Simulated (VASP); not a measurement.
# AlNi (Pm-3m) in VASP: a series of runs

AlNi is run at these levels: PBE, PBEsol; tasks: single point.

Program: VASP 6.6.1. These are calculated values, not measurements. Logs are shortened: lines on timing, memory, paths and dates and some standing lists are left out, and cuts for length are marked.

## 1. The cell of the first run

Symmetry: Pm-3m, No. 221, cubic system. The conventional cell has a = 2.881 Å, b = 2.881 Å, c = 2.881 Å, α = 90.00°, β = 90.00°, γ = 90.00°. Within 3.3 Å of Ni (site symmetry m-3m) lie 8 Al at 2.50 Å and 6 Ni at 2.88 Å. Within 3.3 Å of Al (site symmetry m-3m) lie 8 Ni at 2.50 Å and 6 Al at 2.88 Å.

## 2. Single point, PBE, collinear spin, ferromagnetic start

Contents of INCAR:

```
PREC = Accurate
ENCUT = 520
EDIFF = 1E-6
ISMEAR = 0
SIGMA = 0.1
LREAL = False
LASPH = True
NELM = 150
ALGO = Normal
ISIF = 2
LWAVE = False
LCHARG = False
ISPIN = 2
MAGMOM = 1 0
LORBIT = 11
LMAXMIX = 4
GGA = PE
NBANDS = 18
```

Contents of KPOINTS:

```
regular mesh
0
Gamma
  9 9 9
```

Contents of POSCAR:

```
AlNi
1.0
    2.8810000000      0.0000000000      0.0000000000
    0.0000000000      2.8810000000      0.0000000000
    0.0000000000      0.0000000000      2.8810000000
Ni Al
1 1
Direct
    0.5000000000      0.5000000000      0.5000000000
    0.0000000000      0.0000000000      0.0000000000
```

Potentials or basis: VASP PAW PBE potentials, release 64 (Ni, Al).

Launch:

```bash
cat potpaw_PBE.64/Ni/POTCAR potpaw_PBE.64/Al/POTCAR > POTCAR
mpirun -np 1 vasp_std > vasp.out
```

OUTCAR:

```text
PREC = Accurate
   ENCUT = 520
   EDIFF = 1E-6
   ISMEAR = 0
   LREAL = False
   LASPH = True
   NELM = 150
   ISIF = 2
   ISPIN = 2
   LORBIT = 11
   GGA = PE

 ion  position               nearest neighbor table
   1  0.500  0.500  0.500-   2 2.50   2 2.50   2 2.50   2 2.50   2 2.50   2 2.50   2 2.50   2 2.50

   2  0.000  0.000  0.000-   1 2.50   1 2.50   1 2.50   1 2.50   1 2.50   1 2.50   1 2.50   1 2.50

  LATTYP: Found a simple cubic cell.
 ALAT       =     2.8810000000

  Lattice vectors:

 A1 = (   2.8810000000,   0.0000000000,   0.0000000000)
 A2 = (   0.0000000000,   2.8810000000,   0.0000000000)
 A3 = (   0.0000000000,   0.0000000000,   2.8810000000)

Analysis of symmetry for initial positions (statically):
=====================================================================
 Subroutine PRICEL returns:
 Original cell was already a primitive cell.

 Routine SETGRP: Setting up the symmetry group for a
 simple cubic supercell.

 Subroutine GETGRP returns: Found 48 space group operations
 (whereof 48 operations were pure point group operations)
 out of a pool of 48 trial point group operations.

The static configuration has the point symmetry O_h .

Analysis of symmetry for dynamics (positions and initial velocities):
=====================================================================
 Subroutine PRICEL returns:
 Original cell was already a primitive cell.

 Routine SETGRP: Setting up the symmetry group for a
 simple cubic supercell.

 Subroutine GETGRP returns: Found 48 space group operations
 (whereof 48 operations were pure point group operations)
 out of a pool of 48 trial point group operations.

The dynamic configuration has the point symmetry O_h .

Analysis of structural, dynamic, and magnetic symmetry:
=====================================================================
 Subroutine PRICEL returns:
 Original cell was already a primitive cell.

 Routine SETGRP: Setting up the symmetry group for a
 simple cubic supercell.

 Subroutine GETGRP returns: Found 48 space group operations
 (whereof 48 operations were pure point group operations)
 out of a pool of 48 trial point group operations.

The overall configuration has the point symmetry O_h .

 Subroutine INISYM returns: Found 48 space group operations
 (whereof 48 operations are pure point group operations),
 and found     1 'primitive' translations

----------------------------------------------------------------------------------------

                                     Primitive cell

  volume of cell :      23.9128

  direct lattice vectors                    reciprocal lattice vectors
     2.881000000  0.000000000  0.000000000     0.347101701  0.000000000  0.000000000
     0.000000000  2.881000000  0.000000000     0.000000000  0.347101701  0.000000000
     0.000000000  0.000000000  2.881000000     0.000000000  0.000000000  0.347101701

  length of vectors
     2.881000000  2.881000000  2.881000000     0.347101701  0.347101701  0.347101701

  position of ions in fractional coordinates (direct lattice)
     0.500000000  0.500000000  0.500000000
     0.000000000  0.000000000  0.000000000

  ion indices of the primitive-cell ions
   primitive index   ion index
                 1           1
                 2           2

----------------------------------------------------------------------------------------

 KPOINTS: regular mesh

Automatic generation of k-mesh.
 Grid dimensions read from file:
 generate k-points for:    9    9    9

 Generating k-lattice:

  Cartesian coordinates                     Fractional coordinates (reciprocal lattice)
     0.038566856  0.000000000  0.000000000     0.111111111  0.000000000  0.000000000
     0.000000000  0.038566856  0.000000000     0.000000000  0.111111111  0.000000000
     0.000000000  0.000000000  0.038566856     0.000000000  0.000000000  0.111111111

  Length of vectors
     0.038566856  0.038566856  0.038566856

  Shift w.r.t. Gamma in fractional coordinates (k-lattice)
     0.000000000  0.000000000  0.000000000

 Subroutine IBZKPT returns following result:
 ===========================================

 Found     35 irreducible k-points:

 Following reciprocal coordinates:
            Coordinates               Weight
  0.000000  0.000000  0.000000      1.000000
  0.111111  0.000000  0.000000      6.000000
  0.222222  0.000000  0.000000      6.000000
  0.333333  0.000000  0.000000      6.000000
  0.444444  0.000000  0.000000      6.000000
  0.111111  0.111111  0.000000     12.000000
[... 16 lines left out ...]
  0.333333  0.333333  0.111111     24.000000
  0.444444  0.333333  0.111111     48.000000
 [... further k-points ...]
   k-points           NKPTS =     35   k-points in BZ     NKDIM =     35   number of bands    NBANDS=     18
   number of dos      NEDOS =    301   number of ions     NIONS =      2
   total plane-waves  NPLWV =  13824
   dimension x,y,z NGX =    24 NGY =   24 NGZ =   24
   dimension x,y,z NGXF=    48 NGYF=   48 NGZF=   48
   ions per type =               1   1
   NGX,Y,Z   is equivalent  to a cutoff of  13.85, 13.85, 13.85 a.u.
   NGXF,Y,Z  is equivalent  to a cutoff of  27.70, 27.70, 27.70 a.u.
 SYSTEM =  unknown system
   PREC   = accura    normal or accurate (medium, high low for compatibility)
   ISTART =      0    job   : 0-new  1-cont  2-samecut
   ICHARG =      2    charge: 1-file 2-atom 10-const
   ISPIN  =      2    spin polarized calculation?
   LNONCOLLINEAR =      F non collinear calculations
   LSORBIT =      F    spin-orbit coupling
   LASPH  =      T    aspherical Exc in radial PAW
   ENCUT  =  520.0 eV  38.22 Ry    6.18 a.u.   5.36  5.36  5.36*2*pi/ulx,y,z
   NELM   =    150;   NELMIN=  2; NELMDL= -5     # of ELM steps
   EDIFF  = 0.1E-05   stopping-criterion for ELM
   LREAL  =      F    real-space projection
   EDIFFG = 0.1E-04   stopping-criterion for IOM
   NSW    =      0    number of steps for IOM
   IBRION =     -1    ionic relax: 0-MD 1-quasi-New 2-CG
   NFREE  =      0    steps in history (QN), initial steepest desc. (CG)
   ISIF   =      2    stress and relaxation
   ISYM   =      2    0-nonsym 1-usesym 2-fastsym
   POTIM  = 0.5000    time-step for ionic-motion
   TEBEG  =    0.0;   TEEND  =   0.0 temperature during run
   PSTRESS=    0.0 pullay stress
   NELECT =      13.0000    total number of electrons
   NUPDOWN=      -1.0000    fix difference up-down
   EMIN   =  10.00;   EMAX   =-10.00  energy-range for DOS
   EFERMI =   0.00;   METHOD = LEGACY
   ISMEAR =     0;   SIGMA  =   0.10  broadening in eV -4-tet -1-fermi 0-gaus
   EFERMI_NEDOS =   21; number of points for ismear=-14 and -15
   IALGO  =     38    algorithm
   IMIX   =      4    mixing-type and parameters
     AMIX     =   0.40;   BMIX     =  1.00
     AMIX_MAG =   1.60;   BMIX_MAG =  1.00
  volume/ion in A,a.u.               =      11.96        80.69
  Fermi-wavevector in a.u.,A,eV,Ry     =   1.336122  2.524904 24.289410  1.785221
  Thomas-Fermi vector in A             =   2.464773
   LORBIT       =     11    0 simple, 1 ext, 2 COOP (PROOUT), +10 PAW based schemes
   GGA     = PE    functional components
   LHFCALC =     F    Hartree Fock is set to
   AEXX    =    0.0000 exact exchange contribution
   IVDW    =     0    specifies the selected vdW correction
   LEPSILON=     F    determine dielectric tensor
   LRPA    =     F    only Hartree local field effects (RPA)
 spin polarized calculation
 Gauss-broadening in eV      SIGMA  =   0.10
  energy-cutoff  :      520.00
  volume of cell :       23.91
 maximum number of plane-waves:       656
 NGX is ok and might be reduce to    24
   NGX = 11   NGY = 11   NGZ = 11

 number of electron      13.0000015 magnetization      -0.0002964

 number of electron      13.0000015 magnetization       0.0003097

 Free energy of the ion-electron system (eV)
  ---------------------------------------------------
  ext. energy  EPLUGINS =         0.00000000
  ---------------------------------------------------
  free energy    TOTEN  =       -10.53454225 eV

  energy without entropy =      -10.53073216  energy(sigma->0) =      -10.53263721

 E-fermi :  10.0231     XC(G=0): -12.0490

 val. band max:        9.9608136908   @ k =   0.3333   0.3333   0.0000
 cond. band min:      10.0710899644   @ k =   0.3333   0.1111   0.1111
 fundamental gap:      0.1102762736
 Fermi energy:        10.0230941241

 spin component 1

 k-point     1 :       0.0000    0.0000    0.0000
  band No.  band energies     occupation
      1      -1.1118      1.00000
      2       6.7884      1.00000
      3       6.7884      1.00000
      4       8.4711      1.00000
      5       8.4711      1.00000
      6       8.4711      1.00000
[... 10 lines left out ...]
     17      33.3681      0.00000
     18      33.3681      0.00000

 k-point     2 :       0.1111    0.0000    0.0000
  band No.  band energies     occupation
      1      -0.8848      1.00000
      2       6.7650      1.00000
      3       6.8407      1.00000
      4       8.3761      1.00000
      5       8.3761      1.00000
      6       8.4813      1.00000
[... 10 lines left out ...]
     17      32.6416      0.00000
     18      34.2317      0.00000

 k-point     3 :       0.2222    0.0000    0.0000
  band No.  band energies     occupation
      1      -0.2117      1.00000
      2       6.5396      1.00000
      3       6.9765      1.00000
      4       8.1536      1.00000
      5       8.1536      1.00000
      6       8.5072      1.00000
[... 10 lines left out ...]
     17      31.0335      0.00000
     18      35.0704      0.00000

 k-point     4 :       0.3333    0.0000    0.0000
  band No.  band energies     occupation
      1       0.8813      1.00000
      2       5.6451      1.00000
      3       7.1376      1.00000
      4       7.9254      1.00000
      5       7.9254      1.00000
      6       8.5369      1.00000
[... 375 lines left out ...]
      4       7.5264      1.00000
      5       8.0992      1.00000
      6       8.1900      1.00000
[... 10 lines left out ...]
     17      32.1379      0.00000
     18      33.3088      0.00000

 k-point    23 :       0.3333    0.3333    0.1111
  band No.  band energies     occupation
      1       2.8639      1.00000
      2       6.3019      1.00000
      3       6.8715      1.00000
      4       7.6560      1.00000
      5       8.0188      1.00000
      6       8.0953      1.00000
[... 10 lines left out ...]
     17      31.1095      0.00000
     18      35.6060      0.00000

 k-point    24 :       0.4444    0.3333    0.1111
  band No.  band energies     occupation
      1       3.9907      1.00000
      2       5.5887      1.00000
      3       7.0142      1.00000
      4       7.5359      1.00000
      5       8.0973      1.00000
      6       8.2448      1.00000
[... 10 lines left out ...]
     17      32.6026      0.00000
     18      36.4548      0.00000

 [... further k-points ...]

 spin component 2

 k-point     1 :       0.0000    0.0000    0.0000
  band No.  band energies     occupation
      1      -1.1119      1.00000
      2       6.7886      1.00000
      3       6.7886      1.00000
      4       8.4711      1.00000
      5       8.4711      1.00000
      6       8.4711      1.00000
[... 10 lines left out ...]
     17      33.3681      0.00000
     18      33.3681      0.00000

 k-point     2 :       0.1111    0.0000    0.0000
  band No.  band energies     occupation
      1      -0.8849      1.00000
      2       6.7652      1.00000
      3       6.8408      1.00000
      4       8.3762      1.00000
      5       8.3762      1.00000
      6       8.4813      1.00000
[... 10 lines left out ...]
     17      32.6416      0.00000
     18      34.2317      0.00000

 k-point     3 :       0.2222    0.0000    0.0000
  band No.  band energies     occupation
      1      -0.2117      1.00000
      2       6.5397      1.00000
      3       6.9767      1.00000
      4       8.1536      1.00000
      5       8.1536      1.00000
      6       8.5073      1.00000
[... 10 lines left out ...]
     17      31.0335      0.00000
     18      35.0704      0.00000

 k-point     4 :       0.3333    0.0000    0.0000
  band No.  band energies     occupation
      1       0.8812      1.00000
      2       5.6451      1.00000
      3       7.1378      1.00000
      4       7.9254      1.00000
      5       7.9254      1.00000
      6       8.5369      1.00000
[... 375 lines left out ...]
      4       7.5266      1.00000
      5       8.0993      1.00000
      6       8.1900      1.00000
[... 10 lines left out ...]
     17      32.1379      0.00000
     18      33.3088      0.00000

 k-point    23 :       0.3333    0.3333    0.1111
  band No.  band energies     occupation
      1       2.8639      1.00000
      2       6.3019      1.00000
      3       6.8715      1.00000
      4       7.6562      1.00000
      5       8.0189      1.00000
      6       8.0954      1.00000
[... 10 lines left out ...]
     17      31.1094      0.00000
     18      35.6059      0.00000

 k-point    24 :       0.4444    0.3333    0.1111
  band No.  band energies     occupation
      1       3.9907      1.00000
      2       5.5887      1.00000
      3       7.0142      1.00000
      4       7.5360      1.00000
      5       8.0973      1.00000
      6       8.2449      1.00000
[... 10 lines left out ...]
     17      32.6026      0.00000
     18      36.4543      0.00000

 [... further k-points ...]
[... 5 lines left out ...]
  --------------------------------------------------------------------------------------
  -------------------------------------------------------------------------------------
  Total        0.2867026      0.2867026      0.2867026      0.0000000     -0.0000000      0.0000000
  in kB       19.2093396     19.2093396     19.2093396      0.0000000     -0.0000000      0.0000000
  external PRESSURE =      19.2093396 kB  Pullay stress =       0.0000000 kB

 VOLUME and BASIS-vectors are now :
 -----------------------------------------------------------------------------
  energy-cutoff  :      520.00
  volume of cell :       23.91
      direct lattice vectors                 reciprocal lattice vectors
     2.881000000  0.000000000  0.000000000     0.347101701  0.000000000  0.000000000
     0.000000000  2.881000000  0.000000000     0.000000000  0.347101701  0.000000000
     0.000000000  0.000000000  2.881000000     0.000000000  0.000000000  0.347101701

 POSITION                                       TOTAL-FORCE (eV/Angst)
 -----------------------------------------------------------------------------------
      1.44050      1.44050      1.44050         0.000000      0.000000      0.000000
      0.00000      0.00000      0.00000         0.000000      0.000000      0.000000
 -----------------------------------------------------------------------------------
    total drift:                                0.000000      0.000000     -0.000000

  FREE ENERGIE OF THE ION-ELECTRON SYSTEM (eV)
  ---------------------------------------------------
  free  energy   TOTEN  =       -10.5345422538 eV

  energy  without entropy=      -10.5307321567  energy(sigma->0) =      -10.53263721

 total charge

# of ion       s       p       d       tot
------------------------------------------
    1        0.475   0.518   8.471   9.464
    2        0.384   0.413   0.000   0.797
--------------------------------------------------
tot          0.859   0.931   8.471  10.261

 magnetization (x)

# of ion       s       p       d       tot
------------------------------------------
    1       -0.000  -0.000   0.000   0.000
    2        0.000   0.000   0.000   0.000
--------------------------------------------------
tot          0.000   0.000   0.000   0.000
```

Wall time 13 s (1 thread of Intel Xeon 6975P-C (Granite Rapids), shared host); peak memory 0.16 GiB.

What came out:

| Property | Result |
| --- | --- |
| Free energy | -10.5345 eV |
| Pressure | 1.9 GPa |
| Net moment | 0.00 μB per cell |
| Valence electrons inside the program's atomic spheres | Ni 9.46; Al 0.80 |

## 3. Single point, PBEsol, collinear spin, ferromagnetic start

This run uses another cell than the first one, of 10.28 Å³/atom, 0.860 times its volume.

Contents of INCAR:

```
PREC     = Accurate       # precision mode
ENCUT    = 520            # plane-wave cutoff, eV
EDIFF    = 1E-6           # SCF threshold, eV
ISMEAR   = -1             # smearing method
SIGMA    = 0.05           # smearing width, eV
LREAL    = F              # projectors in reciprocal space
LASPH    = T              # aspherical terms in the spheres
NELM     = 150            # most SCF steps
ALGO     = Normal         # electronic algorithm
ISIF     = 2              # what is computed and relaxed
LWAVE    = F              # write WAVECAR
LCHARG   = T              # write CHGCAR
ISPIN    = 2              # spin polarisation
MAGMOM   = 1 0            # initial moments
LORBIT   = 11             # projections on sites
LMAXMIX  = 4              # l up to which the mixer works
GGA      = PS             # functional
LELF     = T              # ELF
LVHAR    = T            
NBANDS   = 18             # bands
```

Contents of KPOINTS:

```
Automatic mesh
0
Gamma
  9 9 9
```

Contents of POSCAR:

```
AlNi
1.0
    2.7394309346      0.0000000000      0.0000000000
    0.0000000000      2.7394309346      0.0000000000
    0.0000000000      0.0000000000      2.7394309346
Ni Al
1 1
Direct
    0.5000000000      0.5000000000      0.5000000000
    0.0000000000      0.0000000000      0.0000000000
```

Potentials or basis: VASP PAW PBE potentials, release 64 (Ni, Al).

Launch:

```bash
cat potpaw_PBE.64/Ni/POTCAR potpaw_PBE.64/Al/POTCAR > POTCAR
mpirun -np 1 vasp_std > vasp.out
```

OUTCAR:

```text
PREC = Accurate
   ENCUT = 520
   EDIFF = 1E-6
   ISMEAR = -1
   LREAL = F
   LASPH = T
   NELM = 150
   ISIF = 2
   ISPIN = 2
   LORBIT = 11
   GGA = PS

 ion  position               nearest neighbor table
   1  0.500  0.500  0.500-   2 2.37   2 2.37   2 2.37   2 2.37   2 2.37   2 2.37   2 2.37   2 2.37

   2  0.000  0.000  0.000-   1 2.37   1 2.37   1 2.37   1 2.37   1 2.37   1 2.37   1 2.37   1 2.37

  LATTYP: Found a simple cubic cell.
 ALAT       =     2.7394309346

[... 1225 lines left out ...]
  in kB      302.1712983    302.1712983    302.1712983     -0.0000000      0.0000000     -0.0000000
  external PRESSURE =     302.1712983 kB  Pullay stress =       0.0000000 kB

 VOLUME and BASIS-vectors are now :
 -----------------------------------------------------------------------------
  energy-cutoff  :      520.00
  volume of cell :       20.56
      direct lattice vectors                 reciprocal lattice vectors
     2.739430935  0.000000000  0.000000000     0.365039318  0.000000000  0.000000000
     0.000000000  2.739430935  0.000000000     0.000000000  0.365039318  0.000000000
     0.000000000  0.000000000  2.739430935     0.000000000  0.000000000  0.365039318

 POSITION                                       TOTAL-FORCE (eV/Angst)
 -----------------------------------------------------------------------------------
      1.36972      1.36972      1.36972         0.000000      0.000000      0.000000
      0.00000      0.00000      0.00000         0.000000      0.000000      0.000000
 -----------------------------------------------------------------------------------
    total drift:                               -0.000000      0.000000      0.000000

  FREE ENERGIE OF THE ION-ELECTRON SYSTEM (eV)
  ---------------------------------------------------
  free  energy   TOTEN  =       -11.3420158698 eV

  energy  without entropy=      -11.3365237329  energy(sigma->0) =      -11.33926980

 total charge

# of ion       s       p       d       tot
------------------------------------------
    1        0.548   0.669   8.562   9.779
    2        0.402   0.487   0.000   0.889
--------------------------------------------------
tot          0.950   1.156   8.562  10.668

 magnetization (x)

# of ion       s       p       d       tot
------------------------------------------
    1       -0.000  -0.000  -0.000  -0.000
    2        0.000   0.000   0.000   0.000
--------------------------------------------------
tot         -0.000  -0.000  -0.000  -0.000
```

Run time: 47 s. Hardware: 1 thread of AMD EPYC 7R13, shared host; peak memory 0.11 GiB.

What came out:

| Quantity | Value |
| --- | --- |
| Free energy | -11.3420 eV |
| Pressure | 30.2 GPa |
| Net moment | 0.00 μB per cell |
| Valence electrons inside the program's atomic spheres | Ni 9.78; Al 0.89 |

Caveat: the PAW data sets were made with another functional, which shifts forces and pressure a little.
